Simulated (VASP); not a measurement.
# La (Im-3m) in VASP: settings compared

La is run at these levels: PBEsol+U, PBEsol; tasks: single point.

Everything below comes from runs of VASP 6.6.1. Logs are shortened: lines on timing, memory, paths and dates and some standing lists are left out, and cuts for length are marked.

**1. The cell of the first run**

The structure is cubic, space group Im-3m (No. 229). Conventional cell: a = 4.248 Å, b = 4.248 Å, c = 4.248 Å, α = 90.00°, β = 90.00°, γ = 90.00°. La (site symmetry m-3m) has 14 La at 3.68 to 4.25 Å within 4.8 Å.

**2. Single point, PBEsol+U**

Input file INCAR:

```
SYSTEM = La
ALGO = Normal
EDIFF = 1E-6
ENCUT = 520
GGA = PS
ISIF = 2
ISMEAR = 0
LASPH = .True.
LCHARG = .True.
LDAU = .True.
LDAUJ = 0
LDAUL = 3
LDAUPRINT = 1
LDAUTYPE = 2
LDAUU = 6
LELF = .True.
LMAXMIX = 6
LREAL = .False.
LVHAR = .True.
LWAVE = .False.
NBANDS = 12
NELM = 150
PREC = Accurate
SIGMA = 0.05
```

Input file KPOINTS:

```
k-points
0
Gamma
  9 9 9
  0 0 0
```

Input file POSCAR:

```
La
1.0
   -2.1238310710      2.1238310710      2.1238310710
    2.1238310710     -2.1238310710      2.1238310710
    2.1238310710      2.1238310710     -2.1238310710
La
1
Direct
    0.0000000000      0.0000000000      0.0000000000
```

Potentials or basis: VASP PAW PBE potentials, release 64 (La).

Started as:

```bash
$ cat potpaw_PBE.64/La/POTCAR > POTCAR
$ mpirun -np 1 vasp_std > vasp.out
```

OUTCAR:

```text
SYSTEM = La
   EDIFF = 1E-6
   ENCUT = 520
   GGA = PS
   ISIF = 2
   ISMEAR = 0
   LASPH = .True.
   LREAL = .False.
   NELM = 150
   PREC = Accurate

 ion  position               nearest neighbor table
   1  0.000  0.000  0.000-

  LATTYP: Found a body centered cubic cell.
 ALAT       =     4.2476621420

  Lattice vectors:

 A1 = (  -2.1238310710,   2.1238310710,   2.1238310710)
 A2 = (   2.1238310710,  -2.1238310710,   2.1238310710)
 A3 = (   2.1238310710,   2.1238310710,  -2.1238310710)

Analysis of symmetry for initial positions (statically):
=====================================================================
 Subroutine PRICEL returns:
 Original cell was already a primitive cell.

 Routine SETGRP: Setting up the symmetry group for a
 body centered cubic supercell.

 Subroutine GETGRP returns: Found 48 space group operations
 (whereof 48 operations were pure point group operations)
 out of a pool of 48 trial point group operations.

The static configuration has the point symmetry O_h .

Analysis of symmetry for dynamics (positions and initial velocities):
=====================================================================
 Subroutine PRICEL returns:
 Original cell was already a primitive cell.

 Routine SETGRP: Setting up the symmetry group for a
 body centered cubic supercell.

 Subroutine GETGRP returns: Found 48 space group operations
 (whereof 48 operations were pure point group operations)
 out of a pool of 48 trial point group operations.

The dynamic configuration has the point symmetry O_h .

 Subroutine INISYM returns: Found 48 space group operations
[... 167 lines left out ...]
  o =  0.0011  v =  0.0081  0.0000  0.0063  0.0155 -0.6123 -0.0000  0.7904  0.0000  0.0000  0.0000  0.0000  0.0000  0.0000  0.0000      0.0000  0.0000  0.0000  0.0000  0.0000  0.0000  0.0000  0.0000  0.0000  0.0000  0.0000  0.0000  0.0000  0.0000
  o =  0.0011  v =  0.0000  0.0000  0.0000  0.0000  0.0000  0.0000  0.0000  0.0081  0.0000  0.0063  0.0155 -0.6123 -0.0000  0.7904      0.0000  0.0000  0.0000  0.0000  0.0000  0.0000  0.0000  0.0000  0.0000  0.0000  0.0000  0.0000  0.0000  0.0000
  o =  0.0011  v =  0.0000  0.0000  0.0000  0.0000  0.0000  0.0000  0.0000 -0.7905  0.0000 -0.6123 -0.0072 -0.0064 -0.0000  0.0082      0.0000  0.0000  0.0000  0.0000  0.0000  0.0000  0.0000  0.0000  0.0000  0.0000  0.0000  0.0000  0.0000  0.0000
  o =  0.0011  v = -0.7905  0.0000 -0.6123 -0.0072 -0.0064 -0.0000  0.0082  0.0000  0.0000  0.0000  0.0000  0.0000  0.0000  0.0000      0.0000  0.0000  0.0000  0.0000  0.0000  0.0000  0.0000  0.0000  0.0000  0.0000  0.0000  0.0000  0.0000  0.0000
  o =  0.0020  v =  0.0000  0.0000  0.0000  0.0000  0.0000  0.0000  0.0000  0.0000 -0.0000 -0.0000 -0.0000  0.7859  0.1081  0.6088      0.0000  0.0000  0.0000  0.0000  0.0000  0.0000  0.0000  0.0000  0.0000  0.0000  0.0000  0.0000  0.0000  0.0000
  o =  0.0020  v =  0.0000 -0.0000 -0.0000 -0.0000  0.7859  0.1081  0.6088  0.0000  0.0000  0.0000  0.0000  0.0000  0.0000  0.0000      0.0000  0.0000  0.0000  0.0000  0.0000  0.0000  0.0000  0.0000  0.0000  0.0000  0.0000  0.0000  0.0000  0.0000
  o =  0.0020  v =  0.0000  0.0000  0.0000  0.0000  0.0000  0.0000  0.0000  0.6124  0.0000 -0.7906  0.0000 -0.0000 -0.0000 -0.0000      0.0000  0.0000  0.0000  0.0000  0.0000  0.0000  0.0000  0.0000  0.0000  0.0000  0.0000  0.0000  0.0000  0.0000
  o =  0.0020  v =  0.6124  0.0000 -0.7906  0.0000 -0.0000 -0.0000 -0.0000  0.0000  0.0000  0.0000  0.0000  0.0000  0.0000  0.0000      0.0000  0.0000  0.0000  0.0000  0.0000  0.0000  0.0000  0.0000  0.0000  0.0000  0.0000  0.0000  0.0000  0.0000
  o =  0.0020  v =  0.0000  0.0000  0.0000  0.0000  0.0000  0.0000  0.0000 -0.0000 -0.0000  0.0000  0.0000  0.0854 -0.9941  0.0662      0.0000  0.0000  0.0000  0.0000  0.0000  0.0000  0.0000  0.0000  0.0000  0.0000  0.0000  0.0000  0.0000  0.0000
  o =  0.0020  v = -0.0000 -0.0000  0.0000  0.0000  0.0854 -0.9941  0.0662  0.0000  0.0000  0.0000  0.0000  0.0000  0.0000  0.0000      0.0000  0.0000  0.0000  0.0000  0.0000  0.0000  0.0000  0.0000  0.0000  0.0000  0.0000  0.0000  0.0000  0.0000

 number of electron      10.9999998 magnetization

 Free energy of the ion-electron system (eV)
  ---------------------------------------------------
  ext. energy  EPLUGINS =         0.00000000
  ---------------------------------------------------
  free energy    TOTEN  =        -5.06465459 eV

  energy without entropy =       -5.05903765  energy(sigma->0) =       -5.06184612

 E-fermi :   7.4875     XC(G=0):  -9.5632

 val. band max:        7.4687730821   @ k =   0.3333   0.2222   0.0000
 cond. band min:       7.4974445976   @ k =  -0.3333   0.4444   0.1111
 fundamental gap:      0.0286715155
 Fermi energy:         7.4875160590

 k-point     1 :       0.0000    0.0000    0.0000
  band No.  band energies     occupation
      1     -25.6007      2.00000
      2      -8.5515      2.00000
      3      -8.5515      2.00000
      4      -8.5515      2.00000
      5       4.1600      2.00000
      6       8.8463      0.00000
      7       8.8463      0.00000
      8       8.8463      0.00000
      9      11.0663      0.00000
     10      11.0666      0.00000
     11      11.2987      0.00000
     12      11.2987      0.00000
[... 331 lines left out ...]
 k-point    24 :      -0.4444   -0.4444    0.1111
  band No.  band energies     occupation
      1     -25.3865      2.00000
      2      -9.6811      2.00000
      3      -9.1471      2.00000
      4      -8.7550      2.00000
      5       6.3671      2.00000
      6       7.7759      0.00000
      7       8.1236      0.00000
      8       9.7981      0.00000
      9      11.7124      0.00000
     10      11.7265      0.00000
     11      12.2054      0.00000
     12      12.2126      0.00000

 [... further k-points ...]
[... 5 lines left out ...]
  --------------------------------------------------------------------------------------
  -------------------------------------------------------------------------------------
  Total       -0.3877087     -0.3877087     -0.3877087      0.0000000      0.0000000     -0.0000000
  in kB      -16.2104929    -16.2104929    -16.2104929      0.0000000      0.0000000     -0.0000000
  external PRESSURE =     -16.2104929 kB  Pullay stress =       0.0000000 kB

 VOLUME and BASIS-vectors are now :
 -----------------------------------------------------------------------------
  energy-cutoff  :      520.00
  volume of cell :       38.32
      direct lattice vectors                 reciprocal lattice vectors
    -2.123831071  2.123831071  2.123831071     0.000000000  0.235423620  0.235423620
     2.123831071 -2.123831071  2.123831071     0.235423620  0.000000000  0.235423620
     2.123831071  2.123831071 -2.123831071     0.235423620  0.235423620  0.000000000

 POSITION                                       TOTAL-FORCE (eV/Angst)
 -----------------------------------------------------------------------------------
      0.00000      0.00000      0.00000         0.000000      0.000000      0.000000
 -----------------------------------------------------------------------------------
    total drift:                                0.000000      0.000000     -0.000000

  FREE ENERGIE OF THE ION-ELECTRON SYSTEM (eV)
  ---------------------------------------------------
  free  energy   TOTEN  =        -5.0646545948 eV

  energy  without entropy=       -5.0590376524  energy(sigma->0) =       -5.06184612
```

stdout:

```text
POSCAR found type information on POSCAR La
 POSCAR found :  1 types and       1 ions
 scaLAPACK will be used
 -----------------------------------------------------------------------------
|                                                                             |
|                                                                             |
|     You enforced a specific xc type in the INCAR file but a different       |
|     I HOPE YOU KNOW WHAT YOU ARE DOING!                                     |
|                                                                             |
 -----------------------------------------------------------------------------

 LDA part: xc-table for (Slater+PW92), standard interpolation
 POSCAR, INCAR and KPOINTS ok, starting setup
 FFT: planning ... GRIDC
 FFT: planning ... GRID_SOFT
 FFT: planning ... GRID
 WAVECAR not read
 entering main loop
```

Wall time 16 s (1 thread of Intel Xeon 6975P-C, shared host); peak memory 0.17 GiB.

Results:

| Property | Result |
| --- | --- |
| Free energy | -5.0647 eV |
| Pressure | -1.6 GPa |

Eigenvalues of the final occupation matrices:
```csv
site,spin,trace,eigenvalues
site 1 f,1,0.01,0.00 0.00 0.00 0.00 0.00 0.00 0.00
site 1 f,2,0.01,0.00 0.00 0.00 0.00 0.00 0.00 0.00
```

Caveat: the PAW data sets were made with another functional, which shifts forces and pressure a little; spin-orbit coupling is left out, which moves the levels of the heavy elements; U without spin polarisation on a metal has little footing; the U is typed as a test and isn't derived for this compound.

**3. Single point, PBEsol**

Input file INCAR:

```
ALGO = Fast ; EDIFF = 1E-6
ENCUT = 520 ; GGA = PS
ISIF = 2 ; ISMEAR = -1
LASPH = True ; LCHARG = False
LREAL = False ; LWAVE = False
NBANDS = 12 ; NELM = 60
PREC = Accurate ; SIGMA = 0.05
```

Input file KPOINTS:

```
k-points
0
Gamma
  7 7 7
```

POSCAR is that of step 2.

Potentials or basis: VASP PAW PBE potentials, release 64 (La).

Started as:

```bash
$ cat potpaw_PBE.64/La/POTCAR > POTCAR
$ mpirun -np 1 vasp_std > vasp.out
```

Wall time 55 s (1 thread of AMD EPYC 7R13, shared host); peak memory 0.13 GiB.

It converged, with:

```yaml
Free_energy: -5.1969 eV
Pressure: -2.3 GPa
```

Levels at points of the mesh, in eV from the Fermi level:
| k point | band 3 | band 4 | band 5 | band 6 | band 7 | band 8 |
| --- | --- | --- | --- | --- | --- | --- |
| (0.00, 0.00, 0.00) | -15.90 | -15.90 | -3.28 | 1.43 | 1.43 | 1.47 |

Caveat: the PAW data sets were made with another functional, which shifts forces and pressure a little; spin-orbit coupling is left out, which moves the levels of the heavy elements.
